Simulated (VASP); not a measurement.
A run of VASP 6.6.1:

File INCAR:

```
SYSTEM = W3N2
PREC = Accurate ; ENCUT = 1330
EDIFF = 1E-6 ; ISMEAR = 0
SIGMA = 0.1 ; LREAL = .False.
LASPH = .True. ; NELM = 120
ALGO = Normal ; ISIF = 2
LWAVE = .False. ; LCHARG = .False.
GGA = PE ; NBANDS = 34
GGA_COMPAT = .False.
```

File KPOINTS:

```
regular mesh
0
Gamma
  6 6 6
  0 0 0
```

POSCAR

```
W3N2
1.0
    1.4049954723      0.8111745141      8.3989212281
   -1.4049954723      0.8111745141      8.3989212281
    0.0000000000     -1.6223490283      8.3989212281
W N
3 2
Direct
    0.0000000000      0.0000000000      0.0000000000
    0.2156824352      0.2156824352      0.2156824352
    0.7843175648      0.7843175648      0.7843175648
    0.3933608347      0.3933608347      0.3933608347
    0.6066391653      0.6066391653      0.6066391653
```

Potentials or basis: VASP PAW PBE potentials, release 64 (W_sv, N_h).

The run is started by

```console
$ cat potpaw_PBE.64/W_sv/POTCAR potpaw_PBE.64/N_h/POTCAR > POTCAR
$ mpirun -np 1 vasp_std > vasp.out
```

Hardware: 1 thread of Intel(R) Xeon(R) 6975P-C (Granite Rapids), on a shared host.

Question: How long does it take, and how much memory?

Answer: It took 40 min on 1 thread of Intel(R) Xeon(R) 6975P-C (Granite Rapids), on a shared host, peak memory 2 GiB. Counts: scf iterations 16, k points 32.
